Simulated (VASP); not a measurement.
Set up this calculation in VASP 6.6.1, as the native input.

| Quantity | Value |
| --- | --- |
| Task | single point |
| Functional | PBE |
| Potentials or basis | VASP PAW PBE potentials, release 64 (Hf_pv, S) |
| Cutoff | 520 eV |
| k mesh | 3 × 3 × 3 |
| Occupations | gaussian, width 0.2 eV |
| Spin | no spin polarisation |
| Dipole correction | no |
| Further INCAR settings | ALGO = Normal; EDIFF = 1e-06; NBANDS = 48 |

The structure of Hf7S lies in POSCAR:

```
Hf7S
1.0
    5.5435936655      0.0000000000      0.0000000000
    0.0000000000      5.5435936655      0.0000000000
    0.0000000000      0.0000000000      5.5435936655
Hf S
7 1
Direct
    0.7545178940      0.5000000000      0.0000000000
    0.2454821060      0.5000000000      0.0000000000
    0.0000000000      0.7545178940      0.5000000000
    0.0000000000      0.2454821060      0.5000000000
    0.5000000000      0.0000000000      0.7545178940
    0.5000000000      0.0000000000      0.2454821060
    0.0000000000      0.0000000000      0.0000000000
    0.5000000000      0.5000000000      0.5000000000
```

The cell was generated, and may not be a known phase.

One way to write it, as run:

INCAR

```
SYSTEM = Hf7S
  ALGO = Normal
  EDIFF = 1E-6
  ENCUT = 520
  GGA = PE
  ISIF = 2
  ISMEAR = 0
  LASPH = .TRUE.
  LCHARG = .FALSE.
  LREAL = .FALSE.
  LWAVE = .FALSE.
  NBANDS = 48
  NELM = 100
  PREC = Accurate
  SIGMA = 0.2
```

KPOINTS

```
k-points
0
G
  3 3 3
  0 0 0
```

Potentials or basis: VASP PAW PBE potentials, release 64 (Hf_pv, S).

Command:

```console
$ cat potpaw_PBE.64/Hf_pv/POTCAR potpaw_PBE.64/S/POTCAR > POTCAR
$ mpirun -np 1 vasp_std > vasp.out
```

It gave:

```yaml
Pressure: -0.4 GPa
Largest_force: 0.054 eV/Å
Band_gap_on_the_k_mesh: zero (bands 38 and 39 overlap by 0.38 eV)
```

Caveat: the k points lie up to 0.38 Å⁻¹ apart; spin-orbit coupling is left out, which moves the levels of the heavy elements.

Run time: 42 s on 1 thread of Intel(R) Xeon(R) Platinum 8488C (Sapphire Rapids), on a shared host, peak memory 0.25 GiB.
